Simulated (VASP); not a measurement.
# Sb: single point with LDA

The system is Sb.

```xyz
1
Lattice="3.1600 0.0000 0.0000 0.0000 3.1600 0.0000 0.0000 0.0000 3.1600" Properties=species:S:1:pos:R:3 pbc="T T T"
Sb    0.0000    0.0000    0.0000
```

```json
{"Program": "VASP 6.6.1", "Task": "single point", "Functional": "LDA", "Potentials or basis": "VASP PAW LDA potentials, release 64 (Sb)", "Cutoff": "520 eV", "k mesh": "5 × 5 × 5", "Occupations": "fermi-dirac, width 0.05 eV", "Spin": "no spin polarisation", "Dipole correction": "no", "Further INCAR settings": "ALGO = Normal; EDIFF = 1e-06; NBANDS = 8"}
```

```
Pressure : -5.7 GPa
```

Levels at points of the mesh, in eV from the Fermi level:
```tsv
k point	band 1	band 2	band 3	band 4	band 5	band 6
(0.00, 0.00, 0.00)	-12.14	2.93	2.93	2.93	6.70	6.70
```

Wall time 2.1 s on 1 thread of Intel(R) Xeon(R) Platinum 8488C (Sapphire Rapids), with other jobs on the host, peak memory 0.12 GiB.

Caveat: the k points lie up to 0.40 Å⁻¹ apart; spin-orbit coupling is left out, which moves the levels of the heavy elements.
